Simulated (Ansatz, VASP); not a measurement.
One calculation of N, two programs

```xyz
2
Lattice="2.4983 0.0000 0.0000 -1.2492 2.1636 0.0000 0.0000 0.0000 2.4254" Properties=species:S:1:pos:R:3 pbc="T T T"
N     1.2492    0.7212    0.6064
N     0.0000    1.4424    1.8191
```

Alike in both runs: task single point; functional PBEsol; k mesh 8 × 8 × 7; occupations fermi-dirac, width 0.1 eV; no spin polarisation.

|  | VASP | Ansatz |
| --- | --- | --- |
| version | VASP 6.6.1 | Ansatz 0.2.0 |
| potentials or method | VASP PAW PBE potentials, release 64 (N), cutoff 520 eV | plane waves, PAW |
| valence electrons in the cell | 10 | 10 |

VASP gave:

- pressure (GPa): 4.5
- traceless stress, the component that is largest in VASP (GPa): -7.94

Estimate Ansatz's values.

pressure (GPa): 4.3; traceless stress, the component that is largest in VASP (GPa): -8.06.

VASP's potentials were made for PBE, not for PBEsol.

The k mesh is coarse, so the values compare programs but aren't converged.
